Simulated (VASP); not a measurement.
# Ti (I4/mmm) in VASP: further runs, part 2 of 2

VASP 6.6.1. Earlier steps stand in the parts before.

## (5) Single point, PBEsol (strain +0.000 along x and y, +0.025 along z)

INCAR reads:

```
SYSTEM = Ti
ALGO     = Fast           ! electronic algorithm
EDIFF    = 1E-7           ! SCF threshold, eV
ENCUT    = 520            ! plane-wave cutoff, eV
GGA      = PS             ! functional
ISIF     = 2              ! what is computed and relaxed
ISMEAR   = 0              ! smearing method
LASPH    = .True.         ! aspherical terms in the spheres
LCHARG   = .False.        ! write CHGCAR
LREAL    = .False.        ! projectors in reciprocal space
LWAVE    = .False.        ! write WAVECAR
NBANDS   = 12             ! bands
NELM     = 80             ! most SCF steps
PREC     = Accurate       ! precision mode
SIGMA    = 0.15           ! smearing width, eV
```

KPOINTS reads:

```
k-points
0
Gamma
  26 26 26
  0 0 0
```

POSCAR reads:

```
Ti
1.0
    0.0000000000      2.0279211515      2.0786191803
    2.0279211515      0.0000000000      2.0786191803
    2.0279211515      2.0279211515      0.0000000000
Ti
1
Direct
    0.0000000000      0.0000000000      0.0000000000
```

Potentials or basis: VASP PAW PBE potentials, release 64 (Ti_sv).

On the command line:

```console
$ cat potpaw_PBE.64/Ti_sv/POTCAR > POTCAR
$ mpirun -np 1 vasp_std > vasp.out
```

OUTCAR:

```text
SYSTEM = Ti
   EDIFF = 1E-7
   ENCUT = 520
   GGA = PS
   ISIF = 2
   ISMEAR = 0
   LASPH = .True.
   LREAL = .False.
   NELM = 80
   PREC = Accurate

 ion  position               nearest neighbor table
   1  0.000  0.000  0.000-

  LATTYP: Found a body centered tetragonal cell.
 ALAT       =     2.8679135959
 C/A-ratio  =     1.4495689014

  Lattice vectors:

 A1 = (  -2.0279211515,   0.0000000000,   2.0786191803)
[... 539 lines left out ...]
      9      11.5012      0.00000
     10      11.6185      0.00000
     11      18.2673      0.00000
     12      23.4024      0.00000

 [... further k-points ...]

------------------------ aborting loop because EDIFF is reached ----------------------------------------

  FORCE on cell =-STRESS in cart. coord.  units (eV):
  Direction    XX          YY          ZZ          XY          YZ          ZX
  --------------------------------------------------------------------------------------
  -------------------------------------------------------------------------------------
  Total       -0.2785458     -0.2785458     -0.3702235      0.0000000     -0.0000000      0.0000000
  in kB      -26.1035802    -26.1035802    -34.6950473      0.0000000     -0.0000000      0.0000000
  external PRESSURE =     -28.9674026 kB  Pullay stress =       0.0000000 kB

 VOLUME and BASIS-vectors are now :
 -----------------------------------------------------------------------------
  energy-cutoff  :      520.00
  volume of cell :       17.10
      direct lattice vectors                 reciprocal lattice vectors
     0.000000000  2.027921152  2.078619180    -0.246557910  0.246557910  0.240544302
     2.027921152  0.000000000  2.078619180     0.246557910 -0.246557910  0.240544302
     2.027921152  2.027921152  0.000000000     0.246557910  0.246557910 -0.240544302

 POSITION                                       TOTAL-FORCE (eV/Angst)
 -----------------------------------------------------------------------------------
      0.00000      0.00000      0.00000         0.000000      0.000000      0.000000
 -----------------------------------------------------------------------------------
    total drift:                                0.000000      0.000000     -0.000000

  FREE ENERGIE OF THE ION-ELECTRON SYSTEM (eV)
  ---------------------------------------------------
  free  energy   TOTEN  =        -8.2880682371 eV

  energy  without entropy=       -8.2685866313  energy(sigma->0) =       -8.27832743
```

stdout:

```text
POSCAR found type information on POSCAR Ti
 POSCAR found :  1 types and       1 ions
 scaLAPACK will be used
 -----------------------------------------------------------------------------
|                                                                             |
|                                                                             |
|     You enforced a specific xc type in the INCAR file but a different       |
[... 101 lines left out ...]
WARNING in EDDRMM: call to ZHEGV failed, returncode =   8  4     11
WARNING in EDDRMM: call to ZHEGV failed, returncode =   6  3      5
WARNING in EDDRMM: call to ZHEGV failed, returncode =   8  4      6
WARNING in EDDRMM: call to ZHEGV failed, returncode =   6  3      5
WARNING in EDDRMM: call to ZHEGV failed, returncode =   6  3      6
WARNING in EDDRMM: call to ZHEGV failed, returncode =   8  4      9
WARNING in EDDRMM: call to ZHEGV failed, returncode =   6  3      6
```

Run time: 2.8 min. Hardware: 1 thread of Intel Xeon 6975P-C (Granite Rapids), shared host; peak memory 0.37 GiB.

Results:

```
Free energy            : -8.2881 eV
Pressure               : -2.9 GPa
Band gap on the k mesh : zero (band 6 reaches 9.07 eV, above the bottom of band 7 at 7.75 eV)
```

Caveat: the cell differs from its parent crystal (strain +0.000 along x and y, +0.025 along z); the PAW data sets were made with another functional, which shifts forces and pressure a little.

## (6) Single point, PBEsol (strain +0.000 along x and y, +0.050 along z)

INCAR reads:

```
ALGO = Fast ; EDIFF = 1E-6
ENCUT = 520 ; GGA = PS
ISIF = 2 ; ISMEAR = 0
LASPH = True ; LCHARG = True
LELF = True ; LREAL = False
LVHAR = True ; LWAVE = False
NBANDS = 12 ; NELM = 100
PREC = Accurate ; SIGMA = 0.15
```

KPOINTS reads:

```
k-points
0
Gamma
  26 26 26
```

POSCAR reads:

```
Ti
1.0
    0.0000000000      2.0279211515      2.1293172091
    2.0279211515      0.0000000000      2.1293172091
    2.0279211515      2.0279211515      0.0000000000
Ti
1
Direct
    0.0000000000      0.0000000000      0.0000000000
```

Potentials or basis: VASP PAW PBE potentials, release 64 (Ti_sv).

On the command line:

```console
$ cat potpaw_PBE.64/Ti_sv/POTCAR > POTCAR
$ mpirun -np 1 vasp_std > vasp.out
```

It took 2.4 min on 1 thread of Intel Xeon 6975P-C (Granite Rapids), shared host; peak memory 0.37 GiB.

It converged, with:

```
Free energy            : -8.2754 eV
Pressure               : -5.3 GPa
Band gap on the k mesh : zero (band 6 reaches 8.77 eV, above the bottom of band 7 at 7.53 eV)
```

Stress tensor (GPa, compression positive):
```
-4.77  0.00  0.00
 0.00 -4.77  0.00
 0.00  0.00 -6.39
```

Levels at points of the mesh, in eV from the Fermi level:
```
           k point  band 2  band 3  band 4  band 5  band 6  band 7  band 8  band 9  band 10  band 11
(0.00, 0.00, 0.00)  -32.46  -32.45  -32.45   -6.07    0.62    1.02    1.02    2.24     2.70    15.27
(0.50, 0.00, 0.00)  -33.11  -32.56  -32.51   -2.57    0.55    0.64    0.97    3.47     3.63     8.10
(0.50, 0.50, 0.00)  -33.06  -32.64  -32.64   -2.57   -1.62    2.24    3.56    3.82     3.82     9.88
(0.50, 0.00, 0.50)  -33.07  -32.73  -32.67   -2.54   -1.70    3.11    3.51    3.68     3.99    11.26
```

Caveat: the cell differs from its parent crystal (strain +0.000 along x and y, +0.050 along z); the PAW data sets were made with another functional, which shifts forces and pressure a little.

## (7) Overview

```csv
cell,further INCAR settings,gap on the mesh (eV),pressure (GPa)
"a = 2.761, b = 2.761, c = 2.725 Å, angles 60.4, 60.4, 59.1°, 1 atom",ALGO = Fast; EDIFF = 1e-06; NBANDS = 12,none,17.6
"a = 2.797, b = 2.797, c = 2.725 Å, angles 60.9, 60.9, 58.3°, 1 atom",ALGO = Fast; EDIFF = 1e-07; NBANDS = 12,none,13.5
"a = 2.761, b = 2.761, c = 2.796 Å, angles 59.6, 59.6, 60.9°, 1 atom",ALGO = Fast; EDIFF = 1e-07; NBANDS = 12,none,13.4
"a = 2.904, b = 2.904, c = 2.868 Å, angles 60.4, 60.4, 59.2°, 1 atom",ALGO = Fast; EDIFF = 1e-07; NBANDS = 12,none,-2.9
"a = 2.940, b = 2.940, c = 2.868 Å, angles 60.8, 60.8, 58.4°, 1 atom",ALGO = Fast; EDIFF = 1e-06; NBANDS = 12,none,-5.3
```

Alike in all rows: task single point; level PBEsol; potentials or basis VASP PAW PBE potentials, release 64 (Ti_sv); no spin polarisation; k mesh 26 × 26 × 26; cutoff (eV) 520; smearing gaussian 0.15 eV.

Caveats: the PAW data sets were made with another functional, which shifts forces and pressure a little.

Absolute energies hang on the potentials; compare differences alone.
